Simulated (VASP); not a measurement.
# NaAl2O3 (Cm) in VASP: a series of runs, part 3 of 3

VASP 6.6.1. Earlier steps stand in the parts before.

### 4 Relaxation of shape and atoms at fixed volume, PBE (13.91 Å³/atom)

This run uses another cell than the first one, of 13.91 Å³/atom.

Contents of INCAR:

```
PREC     = Accurate       # precision mode
ENCUT    = 600            # plane-wave cutoff, eV
EDIFF    = 1E-6           # SCF threshold, eV
ISMEAR   = 0              # smearing method
SIGMA    = 0.1            # smearing width, eV
LREAL    = False          # projectors in reciprocal space
LASPH    = True           # aspherical terms in the spheres
NELM     = 60             # most SCF steps
ALGO     = Normal         # electronic algorithm
ISIF     = 4              # what is computed and relaxed
LWAVE    = False          # write WAVECAR
LCHARG   = False          # write CHGCAR
GGA      = PE             # functional
IBRION   = 2              # ionic algorithm
NSW      = 50             # ionic steps
EDIFFG   = -0.01          # ionic threshold
```

Contents of KPOINTS:

```
Automatic mesh
0
Gamma
  8 8 8
```

Contents of POSCAR:

```
NaAl2O3
1.0
    2.6312171783     -4.5784569450      0.2530723419
    2.6312171783      4.5784569450      0.2530723419
   -0.3369453459      0.0000000000      3.4312197804
Na Al O
1 2 3
Direct
    0.6045096408      0.6045096408      0.3090766531
    0.9378407871      0.2711740327      0.8090775429
    0.2711740327      0.9378407871      0.8090775429
    0.6045079536      0.2543631770      0.8090851169
    0.2543631770      0.6045079536      0.8090851169
    0.9546529888      0.9546529888      0.8090600575
```

Potentials or basis: VASP PAW PBE potentials, release 64 (Na_pv, Al, O).

The run is started by

```console
$ cat potpaw_PBE.64/Na_pv/POTCAR potpaw_PBE.64/Al/POTCAR potpaw_PBE.64/O/POTCAR > POTCAR
$ mpirun -np 1 vasp_std > vasp.out
```

OUTCAR:

```text
PREC = Accurate
   ENCUT = 600
   EDIFF = 1E-6
   ISMEAR = 0
   LREAL = False
   LASPH = True
   NELM = 60
   ISIF = 4
   GGA = PE
   IBRION = 2
   NSW = 50
   EDIFFG = -0.01

 ion  position               nearest neighbor table
   1  0.605  0.605  0.309-
   2  0.938  0.271  0.809-   5 1.72   6 1.72   4 1.72   3 3.05   3 3.05   3 3.05
   3  0.271  0.938  0.809-   4 1.72   6 1.72   5 1.72   2 3.05   2 3.05   2 3.05
   4  0.605  0.254  0.809-   3 1.72   2 1.72
   5  0.254  0.605  0.809-   2 1.72   3 1.72
   6  0.955  0.955  0.809-   2 1.72   3 1.72

  LATTYP: Found a base centered monoclinic cell.
 ALAT       =     5.2867190013
 B/A-ratio  =     1.7320598821
 C/A-ratio  =     0.6521481625
 COS(beta)  =    -0.0020002643

  Lattice vectors:

 A1 = (   2.6312171783,  -4.5784569450,   0.2530723419)
 A2 = (   2.6312171783,   4.5784569450,   0.2530723419)
 A3 = (  -0.3369453459,   0.0000000000,   3.4312197804)

Analysis of symmetry for initial positions (statically):
=====================================================================
 Subroutine PRICEL returns:
 Original cell was already a primitive cell.

 Routine SETGRP: Setting up the symmetry group for a
 base centered monoclinic supercell.

 Subroutine GETGRP returns: Found  2 space group operations
 (whereof  2 operations were pure point group operations)
 out of a pool of  4 trial point group operations.

The static configuration has the point symmetry C_1h.

Analysis of symmetry for dynamics (positions and initial velocities):
=====================================================================
 Subroutine PRICEL returns:
 Original cell was already a primitive cell.

 Routine SETGRP: Setting up the symmetry group for a
 base centered monoclinic supercell.

 Subroutine GETGRP returns: Found  2 space group operations
[... 136 lines left out ...]
   GGA     = PE    functional components
   LHFCALC =     F    Hartree Fock is set to
   AEXX    =    0.0000 exact exchange contribution
   IVDW    =     0    specifies the selected vdW correction
   LEPSILON=     F    determine dielectric tensor
   LRPA    =     F    only Hartree local field effects (RPA)
 conjugate gradient relaxation of ions
 non-spin polarized calculation
 Gauss-broadening in eV      SIGMA  =   0.10
  energy-cutoff  :      600.00
  volume of cell :       83.45
 maximum number of plane-waves:      2821
   NGX = 21   NGY = 21   NGZ = 13

--------------------------------------- Ionic step        1  -------------------------------------------

 number of electron      31.0000001 magnetization

 Free energy of the ion-electron system (eV)
  ---------------------------------------------------
  ext. energy  EPLUGINS =         0.00000000
  ---------------------------------------------------
  free energy    TOTEN  =       -36.58938038 eV

  energy without entropy =      -36.58588434  energy(sigma->0) =      -36.58763236

------------------------ aborting loop because EDIFF is reached ----------------------------------------

  FORCE on cell =-STRESS in cart. coord.  units (eV):
  Direction    XX          YY          ZZ          XY          YZ          ZX
  --------------------------------------------------------------------------------------
  -------------------------------------------------------------------------------------
  Total        3.7833816      3.8048933      1.5996667      0.0000000      0.0000000      0.2201949
  in kB       72.6363035     73.0493022     30.7116450      0.0000000      0.0000000      4.2274723
  external PRESSURE =      58.7990835 kB  Pullay stress =       0.0000000 kB
[... 147 lines left out ...]
--------------------------------------- Ionic step        5  -------------------------------------------

 number of electron      31.0000002 magnetization

 Free energy of the ion-electron system (eV)
  ---------------------------------------------------
  ext. energy  EPLUGINS =         0.00000000
  ---------------------------------------------------
  free energy    TOTEN  =       -36.61072734 eV

  energy without entropy =      -36.60704216  energy(sigma->0) =      -36.60888475

 E-fermi :   5.3378     XC(G=0):  -9.2562

 val. band max:        5.2732175551   @ k =   0.2500   0.1250   0.2500
 cond. band min:       5.3463684319   @ k =   0.3750   0.3750   0.0000
 fundamental gap:      0.0731508768
 Fermi energy:         5.3378212187

 k-point     1 :       0.0000    0.0000    0.0000
  band No.  band energies     occupation
      1     -19.2343      2.00000
      2     -19.2343      2.00000
      3     -19.1435      2.00000
      4     -15.8875      2.00000
      5     -15.0130      2.00000
      6     -15.0129      2.00000
[... 505 lines left out ...]
      6     -15.0365      2.00000
[... 11 lines left out ...]
     18       9.2026      0.00000
     19       9.4140      0.00000

 [... further k-points ...]

------------------------ aborting loop because EDIFF is reached ----------------------------------------

  FORCE on cell =-STRESS in cart. coord.  units (eV):
  Direction    XX          YY          ZZ          XY          YZ          ZX
  --------------------------------------------------------------------------------------
  -------------------------------------------------------------------------------------
  Total        1.8392891      1.8405724      1.8042514      0.0000000      0.0000000      0.0106269
  in kB       35.3121022     35.3367404     34.6394212      0.0000000      0.0000000      0.2040234
  external PRESSURE =      35.0960879 kB  Pullay stress =       0.0000000 kB
[... 21 lines left out ...]
  FREE ENERGIE OF THE ION-ELECTRON SYSTEM (eV)
  ---------------------------------------------------
  free  energy   TOTEN  =       -36.6107273366 eV

  energy  without entropy=      -36.6070421603  energy(sigma->0) =      -36.60888475

 reached required accuracy - stopping structural energy minimisation
```

OSZICAR:

```text
N       E                     dE             d eps       ncg     rms          rms(c)
DAV:   1     0.276819710429E+03    0.27682E+03   -0.16357E+04  5700   0.176E+03
DAV:   2    -0.189474205285E+02   -0.29577E+03   -0.28325E+03  7487   0.415E+02
DAV:   3    -0.429354023989E+02   -0.23988E+02   -0.23627E+02  6561   0.127E+02
[... 35 lines left out ...]
       N       E                     dE             d eps       ncg     rms          rms(c)
DAV:   1    -0.366107096199E+02   -0.16008E-04   -0.12639E-02  5700   0.885E-01    0.186E-02
DAV:   2    -0.366107303446E+02   -0.20725E-04   -0.24410E-04  6144   0.123E-01    0.918E-03
DAV:   3    -0.366107282940E+02    0.20506E-05   -0.32287E-06  5366   0.171E-02    0.555E-03
DAV:   4    -0.366107273366E+02    0.95737E-06   -0.47649E-06  6147   0.192E-02
   5 F= -.36610727E+02 E0= -.36608885E+02  d E =-.343396E-04
```

Run time: 4.9 min. Hardware: 1 thread of Intel Xeon 6975P-C (Granite Rapids), shared host; peak memory 0.41 GiB.

What came out:

| Quantity | Value |
| --- | --- |
| Free energy | -36.6107 eV |
| Energy gained by relaxing | 3.6 meV/atom |
| Ionic steps | 5 |
| Pressure after relaxing | 3.5 GPa |
| Largest force after relaxing | 0.007 eV/Å |
| Band gap on the k mesh | zero (an odd number of electrons rules out a gap without spin polarisation) |

Forces on the atoms (eV/Å):
```
Na   0.000  0.000  0.000
Al   0.000  0.000  0.000
Al   0.000  0.000  0.000
O   -0.003 -0.006  0.000
O   -0.003  0.006  0.000
O    0.007  0.000  0.001
```

Step by step:
```csv
step,energy change (eV),largest force (eV/Å),pressure (GPa),volume (Å³)
1,0.0000,0.3546,5.88,83.45
2,-0.0213,0.0263,3.40,83.45
3,-0.0213,0.0106,3.50,83.45
4,-0.0213,0.0182,3.46,83.45
5,-0.0213,0.0067,3.51,83.45
```

Final structure:
```yaml
crystal:
  lattice:
    - [2.64665, -4.60536, 0.25488]
    - [2.64665, 4.60536, 0.25488]
    - [-0.33273, 0.00000, 3.39127]
  atoms:
    - { symbol: Na, position: [0.60451, 0.60451, 0.30907] }
    - { symbol: Al, position: [0.93784, 0.27117, 0.80907] }
    - { symbol: Al, position: [0.27117, 0.93784, 0.80907] }
    - { symbol: O, position: [0.60451, 0.25737, 0.80908] }
    - { symbol: O, position: [0.25737, 0.60451, 0.80908] }
    - { symbol: O, position: [0.95165, 0.95165, 0.80907] }
```

Caveat: an odd number of electrons without spin polarisation forces a metal; a magnetic or distorted state may lie lower.

### 5 Overview

```csv
cell,gap on the mesh (eV),pressure (GPa),largest force (eV/Å)
"relaxed from a = 5.453, b = 5.453, c = 3.668 Å, angles 90.3, 90.3, 120.0°, 6 atoms, atomic positions A",none,-1.0,0.01
"relaxed from a = 5.257, b = 5.257, c = 3.372 Å, angles 90.0, 90.0, 120.0°, 6 atoms, atomic positions B",none,5.4,-
"relaxed from a = 5.287, b = 5.287, c = 3.448 Å, angles 90.1, 90.1, 120.0°, 6 atoms, atomic positions C",none,3.5,0.01
```

Alike in all rows: task relaxation of shape and atoms at fixed volume; level PBE; potentials or basis VASP PAW PBE potentials, release 64 (Na_pv, Al, O); no spin polarisation; k mesh 8 × 8 × 8; cutoff (eV) 600; smearing gaussian 0.1 eV.

Caveats: an odd number of electrons without spin polarisation forces a metal; a magnetic or distorted state may lie lower.

Total energies depend on the potentials used, so only differences within one code and one set of settings carry meaning.
